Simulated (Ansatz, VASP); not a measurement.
## BaS in VASP and in Ansatz

INCAR

```
SYSTEM = BaS
PREC = Accurate
ENCUT = 520
EDIFF = 1E-7
ISMEAR = -1
SIGMA = 0.02
LREAL = .FALSE.
LASPH = .TRUE.
NELM = 80
ALGO = Normal
ISIF = 2
LWAVE = .FALSE.
LCHARG = .FALSE.
GGA = PE
NBANDS = 15
```

The input KPOINTS:

```
Automatic mesh
0
G
  8 8 8
  0 0 0
```

Contents of POSCAR:

```
BaS
1.0
    0.0000000000      3.1937500000      3.1298750000
    3.1937500000      0.0000000000      3.1298750000
    3.1937500000      3.1937500000      0.0000000000
Ba S
1 1
Direct
    0.0000000000      0.0000000000      0.0000000000
    0.5000000000      0.5000000000      0.5000000000
```

Input for Ansatz:

```yaml
crystal:
  lattice:
    - [0.0, 3.19375, 3.129875]
    - [3.19375, 0.0, 3.129875]
    - [3.19375, 3.19375, 0.0]
  atoms:
    - { symbol: Ba, position: [0.0, 0.0, 0.0] }
    - { symbol: S, position: [0.5, 0.5, 0.5] }
kpoints:
  mp_grid: { grid: [8, 8, 8] }
  band_path:
    path:
      - [0.0, 0.0, 0.0]
      - [0.0, 0.5, 0.5]
      - [0.25, 0.75, 0.5]
      - [0.0, 0.5, 0.0]
      - [0.0, 0.0, 0.0]
      - [0.5, 0.5, 0.0]
      - [0.3801541025, 0.6198458975, 0.0]
      - [-0.3801541025, 0.3801541025, 0.0]
      - [0.0, 0.0, 0.0]
    npoints: 5
scf:
  occupations: { method: fermi_dirac, width: 0.02 }
hamiltonian:
  xc: pbe
  pseudopotentials: { kind: all_electron, lapw: { basis_error: 0.00025 } }
output:
  forces: true
  stress: true
  eigenvalues: true
```

Change from the starting cell: zz strain of -2 %.

Alike in both runs: task single point; functional PBE; k mesh 8 × 8 × 8; occupations fermi-dirac, width 0.02 eV; no spin polarisation.

|  | VASP | Ansatz |
| --- | --- | --- |
| version | VASP 6.6.1 | Ansatz 0.2.0 |
| potentials or method | VASP PAW PBE potentials, release 64 (Ba_sv, S), cutoff 520 eV | all-electron LAPW, scalar-relativistic |

Ansatz gave:

```
gap on the k mesh at the Fermi level (eV)                     : 2.12
pressure (GPa)                                                : 1.8
traceless stress, the component that is largest in VASP (GPa) : 1.24
```

Which values does VASP return?

gap on the k mesh at the Fermi level (eV): 2.01; pressure (GPa): 2.5; traceless stress, the component that is largest in VASP (GPa): 1.36.

Ansatz ran all-electron here, and VASP with PAW potentials.

Neither program's run includes spin-orbit coupling.
